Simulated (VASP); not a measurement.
## Be3Te: single point with PBE

The system is Be3Te.

```
CELL_PARAMETERS angstrom
4.23586 0.00000 0.00000
-2.11793 3.66836 0.00000
0.00000 0.00000 3.82865
ATOMIC_POSITIONS crystal
Be 0.50000 0.00000 0.50000
Be 0.00000 0.50000 0.50000
Be 0.50000 0.50000 0.50000
Te 0.00000 0.00000 0.00000
```

The cell was generated, and may not be a known phase.

```yaml
Program: VASP 6.6.1
Task: single point
Functional: PBE
Potentials_or_basis: VASP PAW PBE potentials, release 64 (Be, Te)
Cutoff: 600 eV
k_mesh: 7 × 7 × 4
Occupations: gaussian, width 0.2 eV
Spin: no spin polarisation
Dipole_correction: no
Further_INCAR_settings: ALGO = Normal; EDIFF = 1e-06; NBANDS = 14
```

```yaml
Pressure: 0.2 GPa
Band_gap_on_the_k_mesh: zero (bands 6 and 7 overlap by 0.78 eV)
```

Stress tensor (GPa, compression positive):
```
0.22 0.00 0.00
0.00 0.22 0.00
0.00 0.00 0.04
```

Levels at points of the mesh, in eV from the Fermi level:
| k point | band 4 | band 5 | band 6 | band 7 | band 8 | band 9 |
| --- | --- | --- | --- | --- | --- | --- |
| (0.00, 0.00, 0.00) | -3.38 | -3.34 | -2.26 | 2.61 | 2.61 | 2.72 |
| (0.00, 0.00, 0.50) | -1.32 | -1.32 | -0.14 | -0.14 | 0.73 | 1.21 |

It took 25 s on 1 thread of Intel(R) Xeon(R) Platinum 8488C (Sapphire Rapids), on a shared host, peak memory 0.2 GiB.

Caveat: the k points lie up to 0.41 Å⁻¹ apart, too coarse for converged energies and pressures of a metal; semilocal functionals underestimate gaps, and a narrow one can read as zero; spin-orbit coupling is left out, which moves the levels of the heavy elements.
